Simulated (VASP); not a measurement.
Runs of VASP 6.6.1 on SbPb. The structure is that of space group Fm-3m (No. 225), or close to it. The cells are those of the table. 

| cell | gap on the mesh (eV) | pressure (GPa) |
| --- | --- | --- |
| a = 4.471 Å, angles 60.0°, 2 atoms | none | (a) |
| a = 4.348 Å, angles 60.0°, 2 atoms | none | 1.5 |
| a = 4.390 Å, angles 60.0°, 2 atoms | none | -0.1 |
| a = 4.431 Å, angles 60.0°, 2 atoms | none | -1.6 |
| a = 4.510 Å, angles 60.0°, 2 atoms | none | (b) |

Alike in all rows: task single point; level LDA; potentials or basis VASP PAW LDA potentials, release 64 (Sb, Pb_d); no spin polarisation; k mesh 8 × 8 × 8; cutoff (eV) 520; smearing fermi-dirac 0.05 eV.

**Question.** Fill in the values left out.

**Answer.** (a) -2.8; (b) -3.8.

Caveats: spin-orbit coupling is left out, which moves the levels of the heavy elements.

A k mesh can miss the band edges, and the runs leave out spin-orbit coupling on Pb, Sb.

A gap of «none» marks levels without a gap at the run's occupations.
